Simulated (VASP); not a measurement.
# Al3BiO3 (P6_3/m) in VASP: a series of runs

Al3BiO3 is run at these levels: PBE; tasks: single point.

All numbers are computed with VASP 6.6.1; they aren't measurements. Logs are shortened: lines on timing, memory, paths and dates and some standing lists are left out, and cuts for length are marked.

**1. The cell of the first run**

It takes space group P6_3/m (No. 176, hexagonal). The conventional cell has a = 9.473 Å, b = 9.473 Å, c = 3.209 Å, α = 90.00°, β = 90.00°, γ = 120.00°. Within 2.4 Å of Al (site symmetry m) lie 3 O at 1.83 to 1.86 Å. Bi (site symmetry -6) has 3 Al at 2.71 Å and 2 Bi at 3.21 Å within 3.6 Å. Within 2.4 Å of O (site symmetry m) lie 3 Al at 1.83 to 1.86 Å.

**2. Single point, PBE**

Input file INCAR:

```
SYSTEM = Al3BiO3
PREC = Accurate ; ENCUT = 520
EDIFF = 1E-6 ; ISMEAR = 0
SIGMA = 0.15 ; LREAL = .False.
LASPH = .True. ; NELM = 60
ALGO = Normal ; ISIF = 2
LWAVE = .False. ; LCHARG = .False.
GGA = PE ; NBANDS = 55
```

Input file KPOINTS:

```
regular mesh
0
Gamma
  2 2 4
  0 0 0
```

Input file POSCAR:

```
Al3BiO3
1.0
    9.4733179399      0.0000000000      0.0000000000
   -4.7366589699      8.2041339941      0.0000000000
    0.0000000000      0.0000000000      3.2086731043
Al Bi O
6 2 6
Direct
    0.6627247903      0.8574073319      0.2500000000
    0.8574073319      0.1946825416      0.7500000000
    0.1946825416      0.3372752097      0.2500000000
    0.3372752097      0.1425926681      0.7500000000
    0.8053174584      0.6627247903      0.7500000000
    0.1425926681      0.8053174584      0.2500000000
    0.6666666667      0.3333333333      0.7500000000
    0.3333333333      0.6666666667      0.2500000000
    0.7356033614      0.9715503156      0.7500000000
    0.9715503156      0.2359469542      0.2500000000
    0.2359469542      0.2643966386      0.7500000000
    0.2643966386      0.0284496844      0.2500000000
    0.7640530458      0.7356033614      0.2500000000
    0.0284496844      0.7640530458      0.7500000000
```

Potentials or basis: VASP PAW PBE potentials, release 64 (Al, Bi_d, O).

Started as:

```sh
cat potpaw_PBE.64/Al/POTCAR potpaw_PBE.64/Bi_d/POTCAR potpaw_PBE.64/O/POTCAR > POTCAR
mpirun -np 1 vasp_std > vasp.out
```

OUTCAR:

```text
SYSTEM = Al3BiO3
   PREC = Accurate
   ENCUT = 520
   EDIFF = 1E-6
   ISMEAR = 0
   LREAL = .False.
   LASPH = .True.
   NELM = 60
   ISIF = 2
   GGA = PE

 ion  position               nearest neighbor table
   1  0.663  0.857  0.250-  13 1.83   9 1.86   9 1.86   8 2.71   5 3.21   5 3.21   2 3.21   2 3.21

   2  0.857  0.195  0.750-   9 1.83  10 1.86  10 1.86   7 2.71   3 3.21   3 3.21   1 3.21   1 3.21

   3  0.195  0.337  0.250-  10 1.83  11 1.86  11 1.86   8 2.71   4 3.21   4 3.21   2 3.21   2 3.21

   4  0.337  0.143  0.750-  11 1.83  12 1.86  12 1.86   7 2.71   3 3.21   3 3.21   6 3.21   6 3.21

   5  0.805  0.663  0.750-  14 1.83  13 1.86  13 1.86   7 2.71   1 3.21   1 3.21   6 3.21   6 3.21

   6  0.143  0.805  0.250-  12 1.83  14 1.86  14 1.86   8 2.71   5 3.21   5 3.21   4 3.21   4 3.21

   7  0.667  0.333  0.750-   2 2.71   4 2.71   5 2.71
   8  0.333  0.667  0.250-   6 2.71   1 2.71   3 2.71
   9  0.736  0.972  0.750-   2 1.83   1 1.86   1 1.86
  10  0.972  0.236  0.250-   3 1.83   2 1.86   2 1.86
  11  0.236  0.264  0.750-   4 1.83   3 1.86   3 1.86
  12  0.264  0.028  0.250-   6 1.83   4 1.86   4 1.86
  13  0.764  0.736  0.250-   1 1.83   5 1.86   5 1.86
  14  0.028  0.764  0.750-   5 1.83   6 1.86   6 1.86

  LATTYP: Found a hexagonal cell.
 ALAT       =     9.4733179399
 C/A-ratio  =     0.3387063672

  Lattice vectors:

 A1 = (   9.4733179399,   0.0000000000,   0.0000000000)
 A2 = (  -4.7366589699,   8.2041339941,   0.0000000000)
 A3 = (   0.0000000000,   0.0000000000,   3.2086731043)

Analysis of symmetry for initial positions (statically):
=====================================================================
 Subroutine PRICEL returns:
 Original cell was already a primitive cell.

 Routine SETGRP: Setting up the symmetry group for a
 hexagonal supercell.

 Subroutine GETGRP returns: Found 12 space group operations
 (whereof  6 operations were pure point group operations)
 out of a pool of 24 trial point group operations.

The static configuration has the point symmetry S_6 .
 The point group associated with its full space group is C_6h.

Analysis of symmetry for dynamics (positions and initial velocities):
=====================================================================
 Subroutine PRICEL returns:
 Original cell was already a primitive cell.

 Routine SETGRP: Setting up the symmetry group for a
 hexagonal supercell.

 Subroutine GETGRP returns: Found 12 space group operations
 (whereof  6 operations were pure point group operations)
 out of a pool of 24 trial point group operations.

The dynamic configuration has the point symmetry S_6 .
 The point group associated with its full space group is C_6h.

 Subroutine INISYM returns: Found 12 space group operations
 (whereof  6 operations are pure point group operations),
 and found     1 'primitive' translations

----------------------------------------------------------------------------------------

                                     Primitive cell

  volume of cell :     249.3793

  direct lattice vectors                    reciprocal lattice vectors
     9.473317940  0.000000000  0.000000000     0.105559637  0.060944885  0.000000000
    -4.736658970  8.204133994  0.000000000     0.000000000  0.121889769  0.000000000
     0.000000000  0.000000000  3.208673104     0.000000000  0.000000000  0.311655307

  length of vectors
     9.473317940  9.473317940  3.208673104     0.121889769  0.121889769  0.311655307

  position of ions in fractional coordinates (direct lattice)
     0.662724790  0.857407332  0.250000000
     0.857407332  0.194682542  0.750000000
     0.194682542  0.337275210  0.250000000
     0.337275210  0.142592668  0.750000000
     0.805317458  0.662724790  0.750000000
     0.142592668  0.805317458  0.250000000
     0.666666667  0.333333333  0.750000000
     0.333333333  0.666666667  0.250000000
     0.735603361  0.971550316  0.750000000
     0.971550316  0.235946954  0.250000000
     0.235946954  0.264396639  0.750000000
     0.264396639  0.028449684  0.250000000
     0.764053046  0.735603361  0.250000000
     0.028449684  0.764053046  0.750000000

  ion indices of the primitive-cell ions
   primitive index   ion index
                 1           1
                 2           2
                 3           3
                 4           4
                 5           5
                 6           6
                 7           7
                 8           8
                 9           9
                10          10
                11          11
                12          12
                13          13
                14          14

----------------------------------------------------------------------------------------

 KPOINTS: regular mesh

Automatic generation of k-mesh.
 Grid dimensions read from file:
 generate k-points for:    2    2    4

 Generating k-lattice:

  Cartesian coordinates                     Fractional coordinates (reciprocal lattice)
     0.052779818  0.030472442  0.000000000     0.500000000  0.000000000  0.000000000
     0.000000000  0.060944885  0.000000000     0.000000000  0.500000000  0.000000000
     0.000000000  0.000000000  0.077913827     0.000000000  0.000000000  0.250000000

  Length of vectors
     0.060944885  0.060944885  0.077913827

  Shift w.r.t. Gamma in fractional coordinates (k-lattice)
     0.000000000  0.000000000  0.000000000

 Subroutine IBZKPT returns following result:
 ===========================================

 Found      6 irreducible k-points:

 Following reciprocal coordinates:
            Coordinates               Weight
  0.000000  0.000000  0.000000      1.000000
  0.500000  0.000000  0.000000      3.000000
  0.000000  0.000000  0.250000      2.000000
  0.500000  0.000000  0.250000      6.000000
  0.000000  0.000000  0.500000      1.000000
  0.500000  0.000000  0.500000      3.000000
   k-points           NKPTS =      6   k-points in BZ     NKDIM =      6   number of bands    NBANDS=     55
   number of dos      NEDOS =    301   number of ions     NIONS =     14
   total plane-waves  NPLWV = 117600
   dimension x,y,z NGX =    70 NGY =   70 NGZ =   24
   dimension x,y,z NGXF=   140 NGYF=  140 NGZF=   48
   ions per type =               6   2   6
   NGX,Y,Z   is equivalent  to a cutoff of  12.28, 12.28, 12.43 a.u.
   NGXF,Y,Z  is equivalent  to a cutoff of  24.57, 24.57, 24.87 a.u.
 SYSTEM =  Al3BiO3
   PREC   = accura    normal or accurate (medium, high low for compatibility)
   ISTART =      0    job   : 0-new  1-cont  2-samecut
   ICHARG =      2    charge: 1-file 2-atom 10-const
   ISPIN  =      1    spin polarized calculation?
   LNONCOLLINEAR =      F non collinear calculations
   LSORBIT =      F    spin-orbit coupling
   LASPH  =      T    aspherical Exc in radial PAW
   ENCUT  =  520.0 eV  38.22 Ry    6.18 a.u.  17.61 17.61  5.97*2*pi/ulx,y,z
   NELM   =     60;   NELMIN=  2; NELMDL= -5     # of ELM steps
   EDIFF  = 0.1E-05   stopping-criterion for ELM
   LREAL  =      F    real-space projection
   EDIFFG = 0.1E-04   stopping-criterion for IOM
   NSW    =      0    number of steps for IOM
   IBRION =     -1    ionic relax: 0-MD 1-quasi-New 2-CG
   NFREE  =      0    steps in history (QN), initial steepest desc. (CG)
   ISIF   =      2    stress and relaxation
   ISYM   =      2    0-nonsym 1-usesym 2-fastsym
   POTIM  = 0.5000    time-step for ionic-motion
   TEBEG  =    0.0;   TEEND  =   0.0 temperature during run
   PSTRESS=    0.0 pullay stress
   NELECT =      84.0000    total number of electrons
   NUPDOWN=      -1.0000    fix difference up-down
   EMIN   =  10.00;   EMAX   =-10.00  energy-range for DOS
   EFERMI =   0.00;   METHOD = LEGACY
   ISMEAR =     0;   SIGMA  =   0.15  broadening in eV -4-tet -1-fermi 0-gaus
   EFERMI_NEDOS =   21; number of points for ismear=-14 and -15
   IALGO  =     38    algorithm
   IMIX   =      4    mixing-type and parameters
     AMIX     =   0.40;   BMIX     =  1.00
     AMIX_MAG =   1.60;   BMIX_MAG =  1.00
  volume/ion in A,a.u.               =      17.81       120.21
  Fermi-wavevector in a.u.,A,eV,Ry     =   1.139063  2.152517 17.653082  1.297465
  Thomas-Fermi vector in A             =   2.275767
   LORBIT       =      0    0 simple, 1 ext, 2 COOP (PROOUT), +10 PAW based schemes
   GGA     = PE    functional components
   LHFCALC =     F    Hartree Fock is set to
   AEXX    =    0.0000 exact exchange contribution
   IVDW    =     0    specifies the selected vdW correction
   LEPSILON=     F    determine dielectric tensor
   LRPA    =     F    only Hartree local field effects (RPA)
 non-spin polarized calculation
 Gauss-broadening in eV      SIGMA  =   0.15
  energy-cutoff  :      520.00
  volume of cell :      249.38
 maximum number of plane-waves:      6774
   NGX = 35   NGY = 35   NGZ = 11

 number of electron      84.0000032 magnetization

 Free energy of the ion-electron system (eV)
  ---------------------------------------------------
  ext. energy  EPLUGINS =         0.00000000
  ---------------------------------------------------
  free energy    TOTEN  =       -86.60192815 eV

  energy without entropy =      -86.58403584  energy(sigma->0) =      -86.59298199

 E-fermi :   6.5744     XC(G=0):  -9.1068

 val. band max:        6.5072780658   @ k =   0.5000   0.0000   0.0000
 cond. band min:       6.9590556826   @ k =   0.5000   0.0000   0.2500
 fundamental gap:      0.4517776168
 Fermi energy:         6.5743894680

 k-point     1 :       0.0000    0.0000    0.0000
  band No.  band energies     occupation
      1     -16.4682      2.00000
      2     -16.4666      2.00000
      3     -16.4049      2.00000
      4     -16.4049      2.00000
      5     -16.4021      2.00000
      6     -16.4021      2.00000
[... 46 lines left out ...]
     53      10.4245      0.00000
     54      11.0799      0.00000

 k-point     2 :       0.5000    0.0000    0.0000
  band No.  band energies     occupation
      1     -16.4674      2.00000
      2     -16.4670      2.00000
      3     -16.4057      2.00000
      4     -16.4040      2.00000
      5     -16.4024      2.00000
      6     -16.4018      2.00000
[... 46 lines left out ...]
     53      10.4284      0.00000
     54      10.4345      0.00000

 k-point     3 :       0.0000    0.0000    0.2500
  band No.  band energies     occupation
      1     -16.3971      2.00000
      2     -16.3971      2.00000
      3     -16.3956      2.00000
      4     -16.3956      2.00000
      5     -16.3104      2.00000
      6     -16.3092      2.00000
[... 46 lines left out ...]
     53      10.5310      0.00000
     54      10.5310      0.00000

 k-point     4 :       0.5000    0.0000    0.2500
  band No.  band energies     occupation
      1     -16.3974      2.00000
      2     -16.3967      2.00000
      3     -16.3958      2.00000
      4     -16.3954      2.00000
      5     -16.3099      2.00000
      6     -16.3095      2.00000
[... 46 lines left out ...]
     53      10.5232      0.00000
     54      10.6332      0.00000

 k-point     5 :       0.0000    0.0000    0.5000
  band No.  band energies     occupation
      1     -16.3894      2.00000
      2     -16.3894      2.00000
      3     -16.3894      2.00000
      4     -16.3894      2.00000
      5     -16.3502      2.00000
      6     -16.3502      2.00000
[... 46 lines left out ...]
     53      10.2867      0.00000
     54      10.2867      0.00000

 k-point     6 :       0.5000    0.0000    0.5000
  band No.  band energies     occupation
      1     -16.3894      2.00000
      2     -16.3894      2.00000
      3     -16.3894      2.00000
      4     -16.3894      2.00000
      5     -16.3502      2.00000
      6     -16.3502      2.00000
[... 46 lines left out ...]
     53      10.4419      0.00000
     54      10.4419      0.00000
 [bands above 54 left out]

------------------------ aborting loop because EDIFF is reached ----------------------------------------

  FORCE on cell =-STRESS in cart. coord.  units (eV):
  Direction    XX          YY          ZZ          XY          YZ          ZX
  --------------------------------------------------------------------------------------
  -------------------------------------------------------------------------------------
  Total       -0.0067103     -0.0067103     -1.0652601     -0.0000001      0.0000000      0.0000000
  in kB       -0.0431115     -0.0431115     -6.8439355     -0.0000008      0.0000000      0.0000000
  external PRESSURE =      -2.3100528 kB  Pullay stress =       0.0000000 kB

 VOLUME and BASIS-vectors are now :
 -----------------------------------------------------------------------------
  energy-cutoff  :      520.00
  volume of cell :      249.38
      direct lattice vectors                 reciprocal lattice vectors
     9.473317940  0.000000000  0.000000000     0.105559637  0.060944885  0.000000000
    -4.736658970  8.204133994  0.000000000     0.000000000  0.121889769  0.000000000
     0.000000000  0.000000000  3.208673104     0.000000000  0.000000000  0.311655307

 POSITION                                       TOTAL-FORCE (eV/Angst)
 -----------------------------------------------------------------------------------
      2.21696      7.03428      0.80217         0.047882     -0.003943     -0.000000
      7.20035      1.59720      2.40650         0.020526     -0.043438      0.000000
      0.24673      2.76705      0.80217        -0.027356     -0.039495     -0.000000
      2.51970      1.16985      2.40650        -0.047882      0.003943     -0.000000
      4.48993      5.43708      2.40650         0.027356      0.039495      0.000000
     -2.46369      6.60693      0.80217        -0.020526      0.043438     -0.000000
      4.73666      2.73471      2.40650        -0.000000      0.000000      0.000000
     -0.00000      5.46942      0.80217        -0.000000     -0.000000     -0.000000
      2.36670      7.97073      2.40650        -0.018819      0.034764      0.000000
      8.08620      1.93574      0.80217         0.020697      0.033680      0.000000
      0.98284      2.16915      2.40650         0.039516     -0.001084      0.000000
      2.36996      0.23341      0.80217         0.018819     -0.034764      0.000000
      3.75382      6.03499      0.80217        -0.039516      0.001084      0.000000
     -3.34955      6.26839      2.40650        -0.020697     -0.033680      0.000000
 -----------------------------------------------------------------------------------
    total drift:                                0.000000     -0.000000     -0.000000

  FREE ENERGIE OF THE ION-ELECTRON SYSTEM (eV)
  ---------------------------------------------------
  free  energy   TOTEN  =       -86.6019281506 eV

  energy  without entropy=      -86.5840358369  energy(sigma->0) =      -86.59298199
```

Wall time 47 s (1 thread of Intel Xeon 6975P-C (Granite Rapids), shared host); peak memory 0.36 GiB.

Results:

| Quantity | Value |
| --- | --- |
| Free energy | -86.6019 eV |
| Pressure | -0.2 GPa |
| Largest force | 0.048 eV/Å |
| Band gap on the k mesh | zero (bands 42 and 43 overlap by 0.57 eV) |

Forces on the atoms (eV/Å):
```
Al   0.048 -0.004  0.000
Al   0.021 -0.043  0.000
Al  -0.027 -0.039  0.000
Al  -0.048  0.004  0.000
Al   0.027  0.039  0.000
Al  -0.021  0.043  0.000
Bi   0.000  0.000  0.000
Bi   0.000  0.000  0.000
O   -0.019  0.035  0.000
O    0.021  0.034  0.000
O    0.040 -0.001  0.000
O    0.019 -0.035  0.000
O   -0.040  0.001  0.000
O   -0.021 -0.034  0.000
```

Levels at points of the mesh, in eV from the Fermi level:
| k point | band 40 | band 41 | band 42 | band 43 | band 44 | band 45 |
| --- | --- | --- | --- | --- | --- | --- |
| (0.00, 0.00, 0.00) | -3.81 | -1.76 | 0.43 | 0.43 | 0.67 | 0.67 |
| (0.50, 0.00, 0.00) | -3.90 | -0.50 | -0.07 | 0.40 | 0.41 | 1.45 |
| (0.00, 0.00, 0.50) | -3.04 | -3.04 | -3.04 | 1.11 | 1.11 | 1.11 |
| (0.50, 0.00, 0.50) | -3.00 | -2.85 | -2.85 | 1.24 | 1.24 | 1.42 |

Caveat: the k points lie up to 0.49 Å⁻¹ apart, too coarse for converged energies and pressures of a metal; spin-orbit coupling is left out, which moves the levels of the heavy elements.

**3. Single point, PBE**

This run uses another cell than the first one, of 18.71 Å³/atom.

Input file INCAR:

```
SYSTEM = Al3BiO3
PREC = Accurate ; ENCUT = 520
EDIFF = 1E-6 ; ISMEAR = 0
SIGMA = 0.2 ; LREAL = .FALSE.
LASPH = .TRUE. ; NELM = 100
ALGO = Normal ; ISIF = 2
LWAVE = .FALSE. ; LCHARG = .FALSE.
GGA = PE ; NBANDS = 55
```

Input file KPOINTS:

```
Automatic mesh
0
G
  8 3 3
  0 0 0
```

Input file POSCAR:

```
Al3BiO3
1.0
    0.0000000000      0.0000000000      3.0701627872
    9.9248733823      0.0000000000      0.0000000000
   -4.9624366912      8.5951924784      0.0000000000
Al Bi O
6 2 6
Direct
    0.2500000000      0.6687000575      0.8524965111
    0.7500000000      0.8524965111      0.1837964537
    0.2500000000      0.1837964537      0.3312999425
    0.7500000000      0.3312999425      0.1475034889
    0.7500000000      0.8162035463      0.6687000575
    0.2500000000      0.1475034889      0.8162035463
    0.7500000000      0.6666666667      0.3333333333
    0.2500000000      0.3333333333      0.6666666667
    0.7500000000      0.7405883535      0.9701770304
    0.2500000000      0.9701770304      0.2295886769
    0.7500000000      0.2295886769      0.2594116465
    0.2500000000      0.2594116465      0.0298229696
    0.2500000000      0.7704113231      0.7405883535
    0.7500000000      0.0298229696      0.7704113231
```

Potentials or basis: VASP PAW PBE potentials, release 64 (Al, Bi_d, O).

Started as:

```sh
cat potpaw_PBE.64/Al/POTCAR potpaw_PBE.64/Bi_d/POTCAR potpaw_PBE.64/O/POTCAR > POTCAR
mpirun -np 1 vasp_std > vasp.out
```

Wall time 2.3 min (1 thread of Intel Xeon 6975P-C (Granite Rapids), shared host); peak memory 0.49 GiB.

Results (log left out):

- Free energy: -86.6662 eV
- Pressure: -0.3 GPa
- Largest force: 0.309 eV/Å
- Band gap on the k mesh: zero (bands 42 and 43 overlap by 0.89 eV)

Forces in eV/Å, atoms in the order of the input:
```
Al  -0.260 -0.166  0.000
Al  -0.274  0.142  0.000
Al  -0.014  0.309  0.000
Al   0.260  0.166  0.000
Al   0.014 -0.309  0.000
Al   0.274 -0.142  0.000
Bi   0.000  0.000  0.000
Bi   0.000  0.000  0.000
O   -0.011  0.024  0.000
O    0.015  0.022  0.000
O    0.026 -0.002  0.000
O    0.011 -0.024  0.000
O   -0.026  0.002  0.000
O   -0.015 -0.022  0.000
```

Stress tensor (GPa, compression positive):
```
-2.13  0.00  0.00
 0.00 -2.13  0.00
 0.00  0.00  3.49
```

Levels at points of the mesh, in eV from the Fermi level:
```tsv
k point	band 38	band 39	band 40	band 41	band 42	band 43	band 44	band 45	band 46	band 47
(0.00, 0.00, 0.00)	-3.98	-3.81	-3.81	-2.05	0.41	0.41	0.46	0.75	0.75	2.22
(0.50, 0.00, 0.00)	-4.28	-2.45	-2.45	-2.45	-2.45	1.12	1.12	1.12	1.12	1.62
```

Caveat: the stress differs along the axes, from -2 to 3 GPa; spin-orbit coupling is left out, which moves the levels of the heavy elements.

The gap in the log of VASP goes by the Fermi energy; the results here count the filled bands.